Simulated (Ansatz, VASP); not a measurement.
## CdS3 in VASP and in Ansatz

```
Cd S
1.0
     4.20792    0.00000    0.00000
     0.00000    4.20792    0.00000
     0.00000    0.00000    4.20792
Cd S
1 3
Direct
  0.00000 0.00000 0.00000
  0.00000 0.50000 0.50000
  0.50000 0.00000 0.50000
  0.50000 0.50000 0.00000
```

Change from the starting cell: species swapped into the TlHg3 type (Pm-3m, No. 221).

Alike in both runs: functional PBE; k mesh 4 × 4 × 4; occupations gaussian, width 0.1 eV; no spin polarisation.

Ansatz relaxed the structure, and its values are those at the end. VASP's run is a single point on that final structure, the one shown.

|  | VASP | Ansatz |
| --- | --- | --- |
| version | VASP 6.6.1 | Ansatz 0.2.0 |
| potentials or method | VASP PAW PBE potentials, release 64 (Cd, S), cutoff 500 eV | scalar-relativistic, plane waves, PAW |
| valence electrons in the cell | 30 | 38 |

|  | VASP | Ansatz | Ansatz less VASP |
| --- | --- | --- | --- |
| gap on the k mesh at the Fermi level (eV) | none | none | - |
| pressure (GPa) | 0.2 | 0.0 | -0.18 |

A gap of «none» marks a metal or a gap that the smearing closes. VASP's potentials hold 30 valence electrons a cell and Ansatz's 38, so a difference there can come from the potentials and not from the codes.

The k mesh is coarse, so the values compare programs but aren't converged.
